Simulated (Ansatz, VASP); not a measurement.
**Two plane-wave programs on Si2W**

INCAR

```
ALGO = Normal ; EDIFF = 1E-6
ENCUT = 520 ; GGA = CA
ISIF = 2 ; ISMEAR = 0
LASPH = True ; LCHARG = True
LELF = True ; LREAL = False
LVHAR = True ; LWAVE = False
NBANDS = 18 ; NELM = 100
PREC = Accurate ; SIGMA = 0.15
```

Contents of KPOINTS:

```
k-points
0
Gamma
  18 18 18
```

The input POSCAR:

```
Si2W
1.0
   -1.5704948423      1.5704948423      3.9976946210
    1.5704948423     -1.5704948423      3.9976946210
    1.5704948423      1.5704948423     -3.9976946210
Si W
2 1
Direct
    0.3453817857      0.3453817857      0.0000000000
    0.6546182143      0.6546182143      0.0000000000
    0.0000000000      0.0000000000      0.0000000000
```

Input for Ansatz:

```yaml
crystal:
  lattice:
    - [-1.5704948423, 1.5704948423, 3.997694621]
    - [1.5704948423, -1.5704948423, 3.997694621]
    - [1.5704948423, 1.5704948423, -3.997694621]
  atoms:
    - { symbol: Si, position: [0.3453817857, 0.3453817857, 0.0] }
    - { symbol: Si, position: [0.6546182143, 0.6546182143, 0.0] }
    - { symbol: W, position: [0.0, 0.0, 0.0] }
basis:
  ecutwfc: 420
kpoints:
  mp_grid: { grid: [18, 18, 18] }
hamiltonian:
  xc: lda
  pseudopotentials: { kind: paw, azcp: { folder: soft_1 } }
scf:
  occupations: { method: gaussian, width: 0.15 }
output:
  forces: true
  stress: true
  eigenvalues: true
```

Alike in both runs: task single point; functional LDA; k mesh 18 × 18 × 18; occupations gaussian, width 0.15 eV; no spin polarisation.

|  | VASP | Ansatz |
| --- | --- | --- |
| version | VASP 6.6.1 | Ansatz 0.2.0 |
| potentials or method | VASP PAW LDA potentials, release 64 (Si, W_sv), cutoff 520 eV | scalar-relativistic, plane waves, PAW |
| valence electrons in the cell | 22 | 22 |

Ansatz gave:

* gap on the k mesh at the Fermi level (eV): none
* pressure (GPa): 3.4
* traceless stress, the component that is largest in VASP (GPa): -9.30
* rms of the force components (eV/Å): 0.784

**Question.** What did VASP give for the same quantities?

**Answer.** gap on the k mesh at the Fermi level (eV): none; pressure (GPa): 4.1; traceless stress, the component that is largest in VASP (GPa): -9.41; rms of the force components (eV/Å): 0.794.

Ansatz warns that its potentials were made for another functional, while VASP's fit it. LDA's correlation is that of Perdew and Zunger in VASP and of Perdew and Wang (1992) in Ansatz. Atom by atom the forces differ by 0.010 eV/Å (rms over components). A gap of «none» marks a metal or a gap that the smearing closes.

Spin-orbit coupling is off throughout.
